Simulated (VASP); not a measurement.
# TiGe4Mo (F222) in VASP: further runs

The runs below take TiGe4Mo through single point, relaxation of cell and atoms, with PBE.

Program: VASP 6.6.1. These are calculated values, not measurements. Logs are shortened: lines on timing, memory, paths and dates and some standing lists are left out, and cuts for length are marked.

**1. The cell of the first run**

It takes space group F222 (No. 22, orthorhombic). The conventional cell has a = 5.258 Å, b = 8.983 Å, c = 9.265 Å, α = 90.00°, β = 90.00°, γ = 90.00°. Ti (site symmetry 222) has 10 Ge at 2.71 to 3.09 Å and 4 Mo at 3.48 Å within 3.6 Å. Within 3.6 Å of Ge (site symmetry 2) lie 2 Mo at 2.71 Å and 9 Ge at 2.72 to 3.48 Å and 3 Ti at 3.05 to 3.09 Å. Within 3.6 Å of Ge (site symmetry 2) lie 2 Ti at 2.71 Å and 9 Ge at 2.72 to 3.48 Å and 3 Mo at 3.05 to 3.09 Å. Mo (site symmetry 222) has 10 Ge at 2.71 to 3.09 Å and 4 Ti at 3.48 Å within 3.6 Å.

**2. Single point, PBE**

Contents of INCAR:

```
SYSTEM = TiGe4Mo
PREC     = Accurate       ! precision mode
ENCUT    = 520            ! plane-wave cutoff, eV
EDIFF    = 1E-6           ! SCF threshold, eV
ISMEAR   = 0              ! smearing method
SIGMA    = 0.1            ! smearing width, eV
LREAL    = .FALSE.        ! projectors in reciprocal space
LASPH    = .TRUE.         ! aspherical terms in the spheres
NELM     = 80             ! most SCF steps
ALGO     = Normal         ! electronic algorithm
ISIF     = 2              ! what is computed and relaxed
LWAVE    = .FALSE.        ! write WAVECAR
LCHARG   = .FALSE.        ! write CHGCAR
GGA      = PE             ! functional
NBANDS   = 50             ! bands
```

Contents of KPOINTS:

```
regular mesh
0
G
  4 4 4
  0 0 0
```

Contents of POSCAR:

```
TiGe4Mo
1.0
    0.0000000000      4.4914265200      4.6325351100
    2.6287964500      0.0000000000      4.6325351100
    2.6287964500      4.4914265200      0.0000000000
Ti Ge Mo
1 4 1
Direct
    0.0000000000      0.0000000000      0.0000000000
    0.6670000000      0.6670000000      0.3330000000
    0.3330000000      0.3330000000      0.6670000000
    0.5830000000      0.5830000000      0.9170000000
    0.9170000000      0.9170000000      0.5830000000
    0.2500000000      0.2500000000      0.2500000000
```

Potentials or basis: VASP PAW PBE potentials, release 64 (Ti_sv, Ge_d, Mo_sv).

Command:

```sh
cat potpaw_PBE.64/Ti_sv/POTCAR potpaw_PBE.64/Ge_d/POTCAR potpaw_PBE.64/Mo_sv/POTCAR > POTCAR
mpirun -np 1 vasp_std > vasp.out
```

OUTCAR:

```text
SYSTEM = TiGe4Mo
   PREC = Accurate
   ENCUT = 520
   EDIFF = 1E-6
   ISMEAR = 0
   LREAL = .FALSE.
   LASPH = .TRUE.
   NELM = 80
   ISIF = 2
   GGA = PE

 ion  position               nearest neighbor table
   1  0.000  0.000  0.000-   4 2.71   4 2.71   5 2.71   5 2.71
   2  0.667  0.667  0.333-   6 2.71   6 2.71   4 2.72   4 2.72
   3  0.333  0.333  0.667-   6 2.71   6 2.71   5 2.72   5 2.72
   4  0.583  0.583  0.917-   1 2.71   1 2.71   2 2.72   2 2.72   6 3.05   6 3.05   6 3.09
   5  0.917  0.917  0.583-   1 2.71   1 2.71   3 2.72   3 2.72   6 3.05   6 3.05   6 3.09
   6  0.250  0.250  0.250-   3 2.71   3 2.71   2 2.71   2 2.71   5 3.05   4 3.05   4 3.05   5 3.05
                             5 3.09   4 3.09

  LATTYP: Found a face centered orthorhombic cell.
 ALAT       =     5.2575929000
 B/A-ratio  =     1.7085486098
 C/A-ratio  =     1.7622266304

  Lattice vectors:

 A1 = (   0.0000000000,   4.4914265200,   4.6325351100)
 A2 = (   2.6287964500,   0.0000000000,   4.6325351100)
 A3 = (   2.6287964500,   4.4914265200,   0.0000000000)

Analysis of symmetry for initial positions (statically):
=====================================================================
 Subroutine PRICEL returns:
 Original cell was already a primitive cell.

 Routine SETGRP: Setting up the symmetry group for a
 face centered orthorhombic supercell.

 Subroutine GETGRP returns: Found  4 space group operations
 (whereof  4 operations were pure point group operations)
 out of a pool of  8 trial point group operations.

The static configuration has the point symmetry D_2 .

Analysis of symmetry for dynamics (positions and initial velocities):
=====================================================================
 Subroutine PRICEL returns:
 Original cell was already a primitive cell.

 Routine SETGRP: Setting up the symmetry group for a
 face centered orthorhombic supercell.

 Subroutine GETGRP returns: Found  4 space group operations
 (whereof  4 operations were pure point group operations)
 out of a pool of  8 trial point group operations.

The dynamic configuration has the point symmetry D_2 .

 Subroutine INISYM returns: Found  4 space group operations
 (whereof  4 operations are pure point group operations),
 and found     1 'primitive' translations

----------------------------------------------------------------------------------------

                                     Primitive cell

  volume of cell :     109.3931

  direct lattice vectors                    reciprocal lattice vectors
     0.000000000  4.491426520  4.632535110    -0.190201109  0.111323206  0.107932263
     2.628796450  0.000000000  4.632535110     0.190201109 -0.111323206  0.107932263
     2.628796450  4.491426520  0.000000000     0.190201109  0.111323206 -0.107932263

  length of vectors
     6.452386669  5.326438991  5.204179374     0.245394971  0.245394971  0.245394971

  position of ions in fractional coordinates (direct lattice)
     0.000000000  0.000000000  0.000000000
     0.667000000  0.667000000  0.333000000
     0.333000000  0.333000000  0.667000000
     0.583000000  0.583000000  0.917000000
     0.917000000  0.917000000  0.583000000
     0.250000000  0.250000000  0.250000000

  ion indices of the primitive-cell ions
   primitive index   ion index
                 1           1
                 2           2
                 3           3
                 4           4
                 5           5
                 6           6

----------------------------------------------------------------------------------------

 KPOINTS: regular mesh

Automatic generation of k-mesh.
 Grid dimensions read from file:
 generate k-points for:    4    4    4

 Generating k-lattice:

  Cartesian coordinates                     Fractional coordinates (reciprocal lattice)
    -0.047550277  0.027830802  0.026983066     0.250000000  0.000000000  0.000000000
     0.047550277 -0.027830802  0.026983066     0.000000000  0.250000000  0.000000000
     0.047550277  0.027830802 -0.026983066     0.000000000  0.000000000  0.250000000

  Length of vectors
     0.061348743  0.061348743  0.061348743

  Shift w.r.t. Gamma in fractional coordinates (k-lattice)
     0.000000000  0.000000000  0.000000000

 Subroutine IBZKPT returns following result:
 ===========================================

 Found     18 irreducible k-points:

 Following reciprocal coordinates:
            Coordinates               Weight
  0.000000  0.000000  0.000000      1.000000
  0.250000  0.000000  0.000000      8.000000
  0.500000  0.000000  0.000000      4.000000
  0.250000  0.250000  0.000000      2.000000
  0.500000  0.250000  0.000000      8.000000
 -0.250000  0.250000  0.000000      4.000000
[... 10 lines left out ...]
 -0.250000  0.250000  0.500000      2.000000
  0.000000  0.500000  0.500000      1.000000
   k-points           NKPTS =     18   k-points in BZ     NKDIM =     18   number of bands    NBANDS=     50
[... 37 lines left out ...]
     AMIX_MAG =   1.60;   BMIX_MAG =  1.00
  volume/ion in A,a.u.               =      18.23       123.04
  Fermi-wavevector in a.u.,A,eV,Ry     =   1.487132  2.810272 30.090114  2.211561
  Thomas-Fermi vector in A             =   2.600331
   LORBIT       =      0    0 simple, 1 ext, 2 COOP (PROOUT), +10 PAW based schemes
   GGA     = PE    functional components
   LHFCALC =     F    Hartree Fock is set to
   AEXX    =    0.0000 exact exchange contribution
   IVDW    =     0    specifies the selected vdW correction
   LEPSILON=     F    determine dielectric tensor
   LRPA    =     F    only Hartree local field effects (RPA)
 non-spin polarized calculation
 Gauss-broadening in eV      SIGMA  =   0.10
  energy-cutoff  :      520.00
  volume of cell :      109.39
 maximum number of plane-waves:      2968
   NGX = 23   NGY = 19   NGZ = 19

 number of electron      82.0000005 magnetization

 Free energy of the ion-electron system (eV)
  ---------------------------------------------------
  ext. energy  EPLUGINS =         0.00000000
  ---------------------------------------------------
  free energy    TOTEN  =       -37.56197447 eV

  energy without entropy =      -37.54100128  energy(sigma->0) =      -37.55148788

 E-fermi :   7.8057     XC(G=0): -11.5939

 val. band max:        7.8011103654   @ k =  -0.2500   0.2500   0.5000
 cond. band min:       7.8105846933   @ k =  -0.2500   0.2500   0.0000
 fundamental gap:      0.0094743280
 Fermi energy:         7.8056697578

 k-point     1 :       0.0000    0.0000    0.0000
  band No.  band energies     occupation
      1     -53.3160      2.00000
      2     -49.4872      2.00000
      3     -27.4601      2.00000
      4     -27.3729      2.00000
      5     -27.3477      2.00000
      6     -25.8182      2.00000
[... 42 lines left out ...]
     49      10.2552      0.00000
     50      10.3181      0.00000

 k-point     2 :       0.2500    0.0000    0.0000
  band No.  band energies     occupation
      1     -53.3160      2.00000
      2     -49.4872      2.00000
      3     -27.4609      2.00000
      4     -27.3728      2.00000
      5     -27.3485      2.00000
      6     -25.8182      2.00000
[... 42 lines left out ...]
     49      11.0605      0.00000
     50      11.3092      0.00000

 k-point     3 :       0.5000    0.0000    0.0000
  band No.  band energies     occupation
      1     -53.3159      2.00000
      2     -49.4872      2.00000
      3     -27.4617      2.00000
      4     -27.3727      2.00000
      5     -27.3492      2.00000
      6     -25.8182      2.00000
[... 42 lines left out ...]
     49      11.0333      0.00000
     50      11.5403      0.00000

 k-point     4 :       0.2500    0.2500    0.0000
  band No.  band energies     occupation
      1     -53.3160      2.00000
      2     -49.4872      2.00000
      3     -27.4600      2.00000
      4     -27.3731      2.00000
      5     -27.3479      2.00000
      6     -25.8188      2.00000
[... 681 lines left out ...]
 k-point    17 :      -0.2500    0.2500    0.5000
  band No.  band energies     occupation
      1     -53.3159      2.00000
      2     -49.4872      2.00000
      3     -27.4636      2.00000
      4     -27.3726      2.00000
      5     -27.3492      2.00000
      6     -25.8179      2.00000
[... 42 lines left out ...]
     49      11.2669      0.00000
     50      11.4557      0.00000

 k-point    18 :       0.0000    0.5000    0.5000
  band No.  band energies     occupation
      1     -53.3159      2.00000
      2     -49.4872      2.00000
      3     -27.4639      2.00000
      4     -27.3732      2.00000
      5     -27.3491      2.00000
      6     -25.8179      2.00000
[... 42 lines left out ...]
     49      11.8893      0.00000
     50      11.9771      0.00000

------------------------ aborting loop because EDIFF is reached ----------------------------------------

  FORCE on cell =-STRESS in cart. coord.  units (eV):
  Direction    XX          YY          ZZ          XY          YZ          ZX
  --------------------------------------------------------------------------------------
  -------------------------------------------------------------------------------------
  Total       -8.5986547     -9.0883836     -7.8023439      0.0000000      0.0000000      0.0000000
  in kB     -125.9363548   -133.1089506   -114.2735448      0.0000000      0.0000000      0.0000000
  external PRESSURE =    -124.4396167 kB  Pullay stress =       0.0000000 kB

 VOLUME and BASIS-vectors are now :
 -----------------------------------------------------------------------------
  energy-cutoff  :      520.00
  volume of cell :      109.39
      direct lattice vectors                 reciprocal lattice vectors
     0.000000000  4.491426520  4.632535110    -0.190201109  0.111323206  0.107932263
     2.628796450  0.000000000  4.632535110     0.190201109 -0.111323206  0.107932263
     2.628796450  4.491426520  0.000000000     0.190201109  0.111323206 -0.107932263

 POSITION                                       TOTAL-FORCE (eV/Angst)
 -----------------------------------------------------------------------------------
      0.00000      0.00000      0.00000         0.000000      0.000000      0.000000
      2.62880      4.49143      6.17980         0.000000      0.000000     -0.133860
      2.62880      4.49143      3.08527         0.000000      0.000000      0.133860
      3.94319      6.73714      5.40154        -0.000000     -0.000000     -0.078544
      3.94319      6.73714      8.49607        -0.000000     -0.000000      0.078544
      1.31440      2.24571      2.31627         0.000000      0.000000      0.000000
 -----------------------------------------------------------------------------------
    total drift:                                0.000001      0.000001      0.000001

  FREE ENERGIE OF THE ION-ELECTRON SYSTEM (eV)
  ---------------------------------------------------
  free  energy   TOTEN  =       -37.5619744725 eV

  energy  without entropy=      -37.5410012778  energy(sigma->0) =      -37.55148788
```

It took 1.9 min on 1 thread of Intel Xeon 6975P-C, shared host; peak memory 0.31 GiB.

Results:

- Free energy: -37.5620 eV
- Pressure: -12.4 GPa
- Largest force: 0.134 eV/Å
- Band gap on the k mesh: zero (band 41 reaches 7.91 eV, above the bottom of band 42 at 7.76 eV)

Forces on the atoms (eV/Å):
```
Ti   0.000  0.000  0.000
Ge   0.000  0.000 -0.134
Ge   0.000  0.000  0.134
Ge   0.000  0.000 -0.079
Ge   0.000  0.000  0.079
Mo   0.000  0.000  0.000
```

Stress tensor (GPa, compression positive):
```
-12.59   0.00   0.00
  0.00 -13.31   0.00
  0.00   0.00 -11.43
```

Caveat: the k points lie up to 0.39 Å⁻¹ apart.

**3. Single point, PBE**

This run uses another cell than the first one, of 15.78 Å³/atom, 0.866 times its volume.

Contents of INCAR:

```
ALGO = Normal
EDIFF = 1E-6
ENCUT = 520
GGA = PE
ISIF = 2
ISMEAR = 0
LASPH = True
LCHARG = False
LREAL = False
LWAVE = False
NBANDS = 50
NELM = 80
PREC = Accurate
SIGMA = 0.1
```

Contents of KPOINTS:

```
k-points
0
Gamma
  4 4 4
```

Contents of POSCAR:

```
TiGe4Mo
1.0
    0.0000000000      4.4233967917      4.3382131365
    2.4674052451      0.0000000000      4.3382131365
    2.4674052451      4.4233967917      0.0000000000
Ti Ge Mo
1 4 1
Direct
    0.0000000000      0.0000000000      0.0000000000
    0.6592243419      0.6592243419      0.3407756581
    0.3407756581      0.3407756581      0.6592243419
    0.5864693436      0.5864693436      0.9135306564
    0.9135306564      0.9135306564      0.5864693436
    0.2500000000      0.2500000000      0.2500000000
```

Potentials or basis: VASP PAW PBE potentials, release 64 (Ti_sv, Ge_d, Mo_sv).

Command:

```sh
cat potpaw_PBE.64/Ti_sv/POTCAR potpaw_PBE.64/Ge_d/POTCAR potpaw_PBE.64/Mo_sv/POTCAR > POTCAR
mpirun -np 1 vasp_std > vasp.out
```

Wall time 2 min (1 thread of Intel Xeon 6975P-C, shared host); peak memory 0.3 GiB.

Results (log left out):

```yaml
Free_energy: -38.2172 eV
Pressure: 0.1 GPa
Largest_force: 0.021 eV/Å
Band_gap_on_the_k_mesh: zero (band 41 reaches 9.63 eV, above the bottom of band 42 at 9.34 eV)
```

Forces on the atoms (eV/Å):
```
Ti   0.000  0.000  0.000
Ge   0.000  0.000 -0.021
Ge   0.000  0.000  0.021
Ge   0.000  0.000 -0.018
Ge   0.000  0.000  0.018
Mo   0.000  0.000  0.000
```

Stress tensor (GPa, compression positive):
```
-0.03  0.00  0.00
 0.00 -0.10  0.00
 0.00  0.00  0.37
```

Levels at points of the mesh, in eV from the Fermi level:
```tsv
k point	band 39	band 40	band 41	band 42	band 43	band 44
(0.00, 0.00, 0.00)	-2.41	-1.86	-1.64	0.82	1.59	2.07
(0.50, 0.00, 0.00)	-0.88	-0.64	0.03	0.42	0.80	1.27
(0.50, 0.50, 0.00)	-2.07	-1.70	-0.07	0.55	1.56	2.01
(0.50, 0.00, 0.50)	-1.70	-1.42	-0.23	0.01	2.23	2.28
(0.00, 0.50, 0.50)	-1.40	-1.04	-0.30	-0.09	1.16	1.24
```

Caveat: the k points lie up to 0.41 Å⁻¹ apart.

**4. Relaxation of cell and atoms, PBE**

Contents of INCAR:

```
SYSTEM = TiGe4Mo
  ALGO = Normal
  EDIFF = 1E-7
  EDIFFG = -0.04
  ENCUT = 600
  GGA = PE
  IBRION = 2
  ISIF = 3
  ISMEAR = 0
  LASPH = .True.
  LCHARG = .False.
  LREAL = .False.
  LWAVE = .False.
  NELM = 80
  NSW = 90
  PREC = Accurate
  SIGMA = 0.1
```

Contents of KPOINTS:

```
k-points
0
Gamma
  4 4 4
  0 0 0
```

Contents of POSCAR:

```
TiGe4Mo
1.0
    0.0000000000      4.4914265200      4.6325351100
    2.6287964500      0.0000000000      4.6325351100
    2.6287964500      4.4914265200      0.0000000000
Ti Ge Mo
1 4 1
Direct
    0.0000000000      0.0000000000      0.0000000000
    0.6670000000      0.6670000000      0.3330000000
    0.3330000000      0.3330000000      0.6670000000
    0.5830000000      0.5830000000      0.9170000000
    0.9170000000      0.9170000000      0.5830000000
    0.2500000000      0.2500000000      0.2500000000
```

Command:

```sh
cat potpaw_PBE.64/Ti_sv/POTCAR potpaw_PBE.64/Ge_d/POTCAR potpaw_PBE.64/Mo_sv/POTCAR > POTCAR
mpirun -np 1 vasp_std > vasp.out
```

It took 40 min on 1 thread of Intel Xeon 6975P-C, shared host; peak memory 0.41 GiB.

It converged, with:

```
Free energy                            : -38.2238 eV
Relaxed volume                         : 15.83 Å³/atom
Relaxed cell                           : a = 6.205 Å, b = 5.005 Å, c = 5.063 Å, α = 76.10°, β = 51.53°, γ = 52.38°
Space group after relaxing (to 0.05 Å) : F222 (No. 22)
Energy gained by relaxing              : 110.3 meV/atom
Ionic steps                            : 15
Pressure after relaxing                : -0.2 GPa
Largest force after relaxing           : 0.022 eV/Å
Band gap on the k mesh                 : zero (band 41 reaches 9.59 eV, above the bottom of band 42 at 9.31 eV)
```

Forces on the atoms (eV/Å):
```
Ti   0.000  0.000  0.000
Ge   0.000  0.000  0.002
Ge   0.000  0.000 -0.002
Ge   0.000  0.000  0.022
Ge   0.000  0.000 -0.022
Mo   0.000  0.000  0.000
```

Stress tensor (GPa, compression positive):
```
-0.17  0.00  0.00
 0.00 -0.32  0.00
 0.00  0.00 -0.25
```

Step by step:
```csv
step,energy change (eV),largest force (eV/Å),pressure (GPa),volume (Å³)
1,0.0000,0.1332,-12.54,109.39
2,-0.2219,0.4451,14.41,88.32
3,-0.5711,0.3110,-0.34,96.65
4,-0.5711,0.3145,-0.02,96.41
5,-0.6355,0.2622,0.35,95.14
6,-0.6484,0.2006,0.98,94.10
7,-0.6486,0.2062,0.91,94.19
8,-0.6527,0.1228,-0.89,95.40
9,-0.6533,0.1445,-0.45,95.08
10,-0.6571,0.0777,-0.22,94.94
11,-0.6586,0.0400,0.03,94.80
12,-0.6606,0.0510,0.07,94.78
13,-0.6611,0.0651,0.15,94.75
14,-0.6612,0.0613,0.12,94.76
15,-0.6615,0.0222,-0.25,94.99
```

Final structure:
```cif
data_structure
_symmetry_space_group_name_H-M 'P 1'
_symmetry_Int_Tables_number 1
_cell_length_a 6.2048
_cell_length_b 5.0045
_cell_length_c 5.0627
_cell_angle_alpha 76.096
_cell_angle_beta 51.529
_cell_angle_gamma 52.375
_cell_volume 94.99
loop_
_atom_site_label
_atom_site_type_symbol
_atom_site_fract_x
_atom_site_fract_y
_atom_site_fract_z
_atom_site_occupancy
Ti1 Ti 0.00000 0.00000 0.00000 1
Ge1 Ge 0.65887 0.65887 0.34113 1
Ge2 Ge 0.34113 0.34113 0.65887 1
Ge3 Ge 0.58626 0.58626 0.91374 1
Ge4 Ge 0.91374 0.91374 0.58626 1
Mo1 Mo 0.25000 0.25000 0.25000 1
```

Levels at points of the mesh, in eV from the Fermi level:
```tsv
k point	band 37	band 38	band 39	band 40	band 41	band 42	band 43	band 44	band 45	band 46
(0.00, 0.00, 0.00)	-2.83	-2.62	-2.41	-1.86	-1.62	0.82	1.58	2.08	2.45	2.76
(0.50, 0.00, 0.00)	-2.81	-2.08	-0.87	-0.63	0.02	0.42	0.81	1.28	1.54	1.67
(0.50, 0.50, 0.00)	-3.01	-2.77	-2.05	-1.71	-0.08	0.54	1.57	2.01	2.22	2.35
(0.50, 0.00, 0.50)	-2.65	-1.92	-1.68	-1.42	-0.21	0.02	2.21	2.28	2.33	2.34
(0.00, 0.50, 0.50)	-2.10	-1.58	-1.39	-1.06	-0.30	-0.08	1.16	1.25	1.61	1.76
```

Caveat: the k points lie up to 0.41 Å⁻¹ apart in the final cell.

**5. The runs side by side**

```csv
task,cell,cutoff (eV),gap on the mesh (eV),pressure (GPa),largest force (eV/Å)
single point,"a = 6.452, b = 5.326, c = 5.204 Å, angles 75.6, 53.1, 51.4°, 6 atoms",520,none,-12.4,0.13
single point,"a = 6.196, b = 4.991, c = 5.065 Å, angles 76.1, 51.4, 52.5°, 6 atoms",520,none,0.1,0.02
relaxation of cell and atoms,"relaxed from a = 6.452, b = 5.326, c = 5.204 Å, angles 75.6, 53.1, 51.4°, 6 atoms",600,none,-0.2,0.02
```

Alike in all rows: level PBE; potentials or basis VASP PAW PBE potentials, release 64 (Ti_sv, Ge_d, Mo_sv); no spin polarisation; k mesh 4 × 4 × 4; smearing gaussian 0.1 eV.

Caveats: all runs use coarse meshes.

Absolute energies hang on the potentials; compare differences alone.
